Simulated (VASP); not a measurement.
# Ti2C: single point with PBEsol

The system is Ti2C.

```xyz
3
Lattice="1.5407 0.8895 4.7335 -1.5407 0.8895 4.7335 0.0000 -1.7790 4.7335" Properties=species:S:1:pos:R:3 pbc="T T T"
Ti    0.0000    0.0000    3.4862
Ti    0.0000    0.0000   10.7144
C     0.0000    0.0000    7.1003
```

```yaml
Program: VASP 6.6.1
Task: single point
Functional: PBEsol
Potentials_or_basis: VASP PAW PBE potentials, release 64 (Ti_sv, C)
Cutoff: 520 eV
k_mesh: 13 × 13 × 13
Occupations: fermi-dirac, width 0.15 eV
Spin: no spin polarisation
Dipole_correction: no
Further_INCAR_settings: ALGO = Normal; EDIFF = 1e-06; NBANDS = 21
```

| Quantity | Value |
| --- | --- |
| Pressure | -1.1 GPa |
| Largest force | 0.112 eV/Å |
| Band gap on the k mesh | zero (band 14 reaches 9.03 eV, above the bottom of band 15 at 8.08 eV) |

Forces in eV/Å, atoms in the order of the input:
```
Ti   0.000  0.000  0.112
Ti   0.000  0.000 -0.112
C    0.000  0.000  0.000
```

Stress tensor (GPa, compression positive):
```
-2.55  0.00  0.00
 0.00 -2.55  0.00
 0.00  0.00  1.74
```

Levels at points of the mesh, in eV from the Fermi level:
| k point | band 10 | band 11 | band 12 | band 13 | band 14 | band 15 | band 16 | band 17 | band 18 | band 19 |
| --- | --- | --- | --- | --- | --- | --- | --- | --- | --- | --- |
| (0.00, 0.00, 0.00) | -4.85 | -2.62 | -2.62 | -1.85 | 0.47 | 0.47 | 1.18 | 2.04 | 2.04 | 3.17 |

It took 4 min on 1 thread of AMD EPYC 9R45 96-Core Processor (Zen 5), with other jobs on the host, peak memory 0.32 GiB.

Caveat: the PAW data sets were made with another functional, which shifts forces and pressure a little.
